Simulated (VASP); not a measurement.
# Ta in VASP: a series of runs

Ta is run at these levels: PBE; tasks: electric field gradients.

All numbers are computed with VASP 6.6.1; they aren't measurements. Logs are shortened: lines on timing, memory, paths and dates and some standing lists are left out, and cuts for length are marked.

### Step 1. The cell of the first run

Symmetry: I4/mmm, No. 139, tetragonal system. Conventional cell: a = 3.336 Å, b = 3.336 Å, c = 3.303 Å, α = 90.00°, β = 90.00°, γ = 90.00°. Ta (site symmetry 4/mmm) has 14 Ta at 2.88 to 3.34 Å within 3.8 Å.

### Step 2. Electric field gradients, PBE (equal xx and yy strain of +1 %)

The input, INCAR:

```
SYSTEM = Ta
PREC = Accurate
ENCUT = 520
EDIFF = 1E-8
ISMEAR = -1
SIGMA = 0.08
LREAL = .False.
LASPH = .True.
NELM = 80
ALGO = Normal
ISIF = 2
LWAVE = .False.
LCHARG = .False.
GGA = PE
LEFG = .True.
NBANDS = 12
```

The input, KPOINTS:

```
Automatic mesh
0
Gamma
  17 17 17
  0 0 0
```

The input, POSCAR:

```
Ta
1.0
   -1.6677928000      1.6677928000      1.6512800000
    1.6677928000     -1.6677928000      1.6512800000
    1.6677928000      1.6677928000     -1.6512800000
Ta
1
Direct
    0.0000000000      0.0000000000      0.0000000000
```

Potentials or basis: VASP PAW PBE potentials, release 64 (Ta_pv).

Started as:

```console
$ cat potpaw_PBE.64/Ta_pv/POTCAR > POTCAR
$ mpirun -np 1 vasp_std > vasp.out
```

OUTCAR:

```text
SYSTEM = Ta
   PREC = Accurate
   ENCUT = 520
   EDIFF = 1E-8
   ISMEAR = -1
   LREAL = .False.
   LASPH = .True.
   NELM = 80
   ISIF = 2
   GGA = PE

 ion  position               nearest neighbor table
   1  0.000  0.000  0.000-

  LATTYP: Found a body centered tetragonal cell.
 ALAT       =     3.3355856000
 C/A-ratio  =     0.9900990099

  Lattice vectors:

 A1 = (  -1.6677928000,   1.6677928000,   1.6512800000)
 A2 = (   1.6677928000,  -1.6677928000,   1.6512800000)
 A3 = (   1.6677928000,   1.6677928000,  -1.6512800000)

Analysis of symmetry for initial positions (statically):
=====================================================================
 Subroutine PRICEL returns:
 Original cell was already a primitive cell.

 Routine SETGRP: Setting up the symmetry group for a
 body centered tetragonal supercell.

 Subroutine GETGRP returns: Found 16 space group operations
 (whereof 16 operations were pure point group operations)
 out of a pool of 16 trial point group operations.

The static configuration has the point symmetry D_4h.

Analysis of symmetry for dynamics (positions and initial velocities):
=====================================================================
 Subroutine PRICEL returns:
 Original cell was already a primitive cell.

 Routine SETGRP: Setting up the symmetry group for a
 body centered tetragonal supercell.

 Subroutine GETGRP returns: Found 16 space group operations
 (whereof 16 operations were pure point group operations)
 out of a pool of 16 trial point group operations.

The dynamic configuration has the point symmetry D_4h.

 Subroutine INISYM returns: Found 16 space group operations
 (whereof 16 operations are pure point group operations),
 and found     1 'primitive' translations

----------------------------------------------------------------------------------------

                                     Primitive cell

  volume of cell :      18.3724

  direct lattice vectors                    reciprocal lattice vectors
    -1.667792800  1.667792800  1.651280000     0.000000000  0.299797433  0.302795407
     1.667792800 -1.667792800  1.651280000     0.299797433  0.000000000  0.302795407
     1.667792800  1.667792800 -1.651280000     0.299797433  0.299797433  0.000000000

  length of vectors
     2.879199765  2.879199765  2.879199765     0.426102757  0.426102757  0.423977596

  position of ions in fractional coordinates (direct lattice)
     0.000000000  0.000000000  0.000000000

  ion indices of the primitive-cell ions
   primitive index   ion index
                 1           1

----------------------------------------------------------------------------------------

 KPOINTS: Automatic mesh

Automatic generation of k-mesh.
 Grid dimensions read from file:
 generate k-points for:   17   17   17

 Generating k-lattice:

  Cartesian coordinates                     Fractional coordinates (reciprocal lattice)
     0.000000000  0.017635143  0.017811495     0.058823529  0.000000000  0.000000000
     0.017635143  0.000000000  0.017811495     0.000000000  0.058823529  0.000000000
     0.017635143  0.017635143  0.000000000     0.000000000  0.000000000  0.058823529

  Length of vectors
     0.025064868  0.025064868  0.024939859

  Shift w.r.t. Gamma in fractional coordinates (k-lattice)
     0.000000000  0.000000000  0.000000000

 Subroutine IBZKPT returns following result:
 ===========================================

 Found    405 irreducible k-points:

 Following reciprocal coordinates:
            Coordinates               Weight
  0.000000  0.000000  0.000000      1.000000
  0.058824  0.000000 -0.000000      8.000000
  0.117647  0.000000  0.000000      8.000000
  0.176471  0.000000 -0.000000      8.000000
  0.235294  0.000000  0.000000      8.000000
  0.294118 -0.000000  0.000000      8.000000
[... 16 lines left out ...]
 -0.176471  0.058824  0.000000     16.000000
 -0.117647  0.058824  0.000000     16.000000
 [... further k-points ...]
   k-points           NKPTS =    405   k-points in BZ     NKDIM =    405   number of bands    NBANDS=     12
   number of dos      NEDOS =    301   number of ions     NIONS =      1
   total plane-waves  NPLWV =  13824
   dimension x,y,z NGX =    24 NGY =   24 NGZ =   24
   dimension x,y,z NGXF=    48 NGYF=   48 NGZF=   48
   ions per type =               1
   NGX,Y,Z   is equivalent  to a cutoff of  13.86, 13.86, 13.86 a.u.
   NGXF,Y,Z  is equivalent  to a cutoff of  27.72, 27.72, 27.72 a.u.
 SYSTEM =  Ta
   PREC   = accura    normal or accurate (medium, high low for compatibility)
   ISTART =      0    job   : 0-new  1-cont  2-samecut
   ICHARG =      2    charge: 1-file 2-atom 10-const
   ISPIN  =      1    spin polarized calculation?
   LNONCOLLINEAR =      F non collinear calculations
   LSORBIT =      F    spin-orbit coupling
   LASPH  =      T    aspherical Exc in radial PAW
   ENCUT  =  520.0 eV  38.22 Ry    6.18 a.u.   5.35  5.35  5.35*2*pi/ulx,y,z
   NELM   =     80;   NELMIN=  2; NELMDL= -5     # of ELM steps
   EDIFF  = 0.1E-07   stopping-criterion for ELM
   LREAL  =      F    real-space projection
   EDIFFG = 0.1E-06   stopping-criterion for IOM
   NSW    =      0    number of steps for IOM
   IBRION =     -1    ionic relax: 0-MD 1-quasi-New 2-CG
   NFREE  =      0    steps in history (QN), initial steepest desc. (CG)
   ISIF   =      2    stress and relaxation
   ISYM   =      2    0-nonsym 1-usesym 2-fastsym
   POTIM  = 0.5000    time-step for ionic-motion
   TEBEG  =    0.0;   TEEND  =   0.0 temperature during run
   PSTRESS=    0.0 pullay stress
   NELECT =      11.0000    total number of electrons
   NUPDOWN=      -1.0000    fix difference up-down
   EMIN   =  10.00;   EMAX   =-10.00  energy-range for DOS
   EFERMI =   0.00;   METHOD = LEGACY
   ISMEAR =    -1;   SIGMA  =   0.08  broadening in eV -4-tet -1-fermi 0-gaus
   EFERMI_NEDOS =   21; number of points for ismear=-14 and -15
   IALGO  =     38    algorithm
   IMIX   =      4    mixing-type and parameters
     AMIX     =   0.40;   BMIX     =  1.00
     AMIX_MAG =   1.60;   BMIX_MAG =  1.00
  volume/ion in A,a.u.               =      18.37       123.98
  Fermi-wavevector in a.u.,A,eV,Ry     =   1.379804  2.607452 25.903578  1.903859
  Thomas-Fermi vector in A             =   2.504740
   LORBIT       =      0    0 simple, 1 ext, 2 COOP (PROOUT), +10 PAW based schemes
   GGA     = PE    functional components
   LHFCALC =     F    Hartree Fock is set to
   AEXX    =    0.0000 exact exchange contribution
   IVDW    =     0    specifies the selected vdW correction
   LEPSILON=     F    determine dielectric tensor
   LRPA    =     F    only Hartree local field effects (RPA)
 non-spin polarized calculation
  energy-cutoff  :      520.00
  volume of cell :       18.37
 maximum number of plane-waves:       507
 NGX is ok and might be reduce to    24
   NGX = 11   NGY = 11   NGZ = 11

 number of electron      11.0000000 magnetization

 Free energy of the ion-electron system (eV)
  ---------------------------------------------------
  ext. energy  EPLUGINS =         0.00000000
  ---------------------------------------------------
  free energy    TOTEN  =       -11.82682461 eV

  energy without entropy =      -11.79868184  energy(sigma->0) =      -11.81275322

 E-fermi :   5.3357     XC(G=0): -12.5169

 val. band max:        5.3327280463   @ k =  -0.0588  -0.2353   0.0588
 cond. band min:       5.3357023756   @ k =  -0.2353   0.1765   0.0000
 fundamental gap:      0.0029743292
 Fermi energy:         5.3356513564

 k-point     1 :       0.0000    0.0000    0.0000
  band No.  band energies     occupation
      1     -27.8236      2.00000
      2     -27.8236      2.00000
      3     -27.8216      2.00000
      4      -2.5130      2.00000
      5       5.9795      0.00064
      6       6.1034      0.00014
      7       6.1034      0.00014
      8       9.1781      0.00000
      9       9.3484      0.00000
     10      19.9564      0.00000
     11      20.1851      0.00000
     12      20.1851      0.00000

 k-point     2 :       0.0588    0.0000   -0.0000
  band No.  band energies     occupation
      1     -27.8629      2.00000
      2     -27.8362      2.00000
      3     -27.8229      2.00000
      4      -2.3611      2.00000
      5       5.9284      0.00121
      6       6.0734      0.00020
      7       6.2029      0.00004
      8       9.1041      0.00000
      9       9.2641      0.00000
     10      19.9562      0.00000
     11      20.3858      0.00000
     12      20.4528      0.00000
[... 316 lines left out ...]
 k-point    24 :      -0.1176    0.0588    0.0000
  band No.  band energies     occupation
      1     -27.9418      2.00000
      2     -27.8483      2.00000
      3     -27.8327      2.00000
      4      -2.0686      2.00000
      5       5.8080      0.00544
      6       5.9072      0.00158
      7       6.5363      0.00000
      8       8.7924      0.00000
      9       9.3369      0.00000
     10      19.9560      0.00000
     11      20.5854      0.00000
     12      21.1010      0.00000

 [... further k-points ...]
[... 5 lines left out ...]
  --------------------------------------------------------------------------------------
  -------------------------------------------------------------------------------------
  Total       -0.1219128     -0.1219128     -0.0133668      0.0000000     -0.0000000      0.0000000
  in kB      -10.6315075    -10.6315075     -1.1656594      0.0000000     -0.0000000      0.0000000
  external PRESSURE =      -7.4762248 kB  Pullay stress =       0.0000000 kB

 VOLUME and BASIS-vectors are now :
 -----------------------------------------------------------------------------
  energy-cutoff  :      520.00
  volume of cell :       18.37
      direct lattice vectors                 reciprocal lattice vectors
    -1.667792800  1.667792800  1.651280000     0.000000000  0.299797433  0.302795407
     1.667792800 -1.667792800  1.651280000     0.299797433  0.000000000  0.302795407
     1.667792800  1.667792800 -1.651280000     0.299797433  0.299797433  0.000000000

 POSITION                                       TOTAL-FORCE (eV/Angst)
 -----------------------------------------------------------------------------------
      0.00000      0.00000      0.00000         0.000000      0.000000      0.000000
 -----------------------------------------------------------------------------------
    total drift:                               -0.000000      0.000000     -0.000000

  FREE ENERGIE OF THE ION-ELECTRON SYSTEM (eV)
  ---------------------------------------------------
  free  energy   TOTEN  =       -11.8268246054 eV

  energy  without entropy=      -11.7986818370  energy(sigma->0) =      -11.81275322

 Electric field gradients (V/A^2)
---------------------------------------------------------------------
 ion       V_xx      V_yy      V_zz      V_xy      V_xz      V_yz
---------------------------------------------------------------------
   1       3.107     3.107    -6.214     0.000     0.000     0.000
---------------------------------------------------------------------

 Electric field gradients after diagonalization (V/A^2)
 (convention: |V_zz| > |V_xx| > |V_yy|)
----------------------------------------------------------------------
 ion       V_xx      V_yy      V_zz     asymmetry (V_yy - V_xx)/ V_zz
----------------------------------------------------------------------
   1       3.107     3.107    -6.214       0.000
----------------------------------------------------------------------

           NMR quadrupolar parameters

 Cq : quadrupolar parameter    Cq=e*Q*V_zz/h
 eta: asymmetry parameters     (V_yy - V_xx)/ V_zz
 Q  : nuclear electric quadrupole moment in mb (millibarn)
----------------------------------------------------------------------
 ion       Cq(MHz)       eta       Q (mb)
----------------------------------------------------------------------
   1      -0.015       0.000       1.000
----------------------------------------------------------------------
```

It took 34 s on 1 thread of Intel Xeon Platinum 8488C (Sapphire Rapids), shared host; peak memory 0.2 GiB.

What came out:

```yaml
Free_energy: -11.8268 eV
Pressure: -0.7 GPa
```

Levels at points of the mesh, in eV from the Fermi level:
```tsv
k point	band 4	band 5	band 6	band 7	band 8	band 9
(0.00, 0.00, 0.00)	-7.85	0.64	0.77	0.77	3.84	4.01
```

Electric field gradients, principal values (V/Å²):
```tsv
atom	least	middle	greatest (by size)
1 Ta	3.107	3.107	-6.214
```

Caveat: the cell differs from its parent crystal (equal xx and yy strain of +1 %); without QUAD_EFG the Cq values of the log hold for a quadrupole moment of 1 mb, not for the nuclei; spin-orbit coupling is left out, which moves the levels of the heavy elements.

[end of part 1 of 3]
